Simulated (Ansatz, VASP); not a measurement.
**Si in VASP and in Ansatz**

```
Si
1.0
     3.62600    0.00000    0.00000
    -1.81300    3.14021    0.00000
     0.00000    0.00000   28.00000
Si
2
Direct
  0.33333 0.66667 0.50511
  0.66667 0.33333 0.49489
```

Alike in both runs: task single point; functional PBE; k mesh 15 × 15 × 1; occupations gaussian, width 0.1 eV; no spin polarisation.

```csv
,VASP,Ansatz
version,VASP 6.6.1,Ansatz 0.2.0
potentials or method,"VASP PAW PBE potentials, release 64 (Si), cutoff 520 eV","scalar-relativistic, plane waves, PAW"
valence electrons in the cell,8,8
```

VASP gave:

```
gap on the k mesh at the Fermi level (eV)  : none
rms of the force components (eV/Å)         : 0.428
work function, face that differs most (eV) : 4.47
```

Which values does Ansatz return?

gap on the k mesh at the Fermi level (eV): none; rms of the force components (eV/Å): 0.431; work function, face that differs most (eV): 4.46.

Atom by atom the forces differ by 0.003 eV/Å (rms over components). A gap of «none» marks a metal or a gap that the smearing closes. With one functional, cell and mesh, what is left measures potentials, basis and numerics.
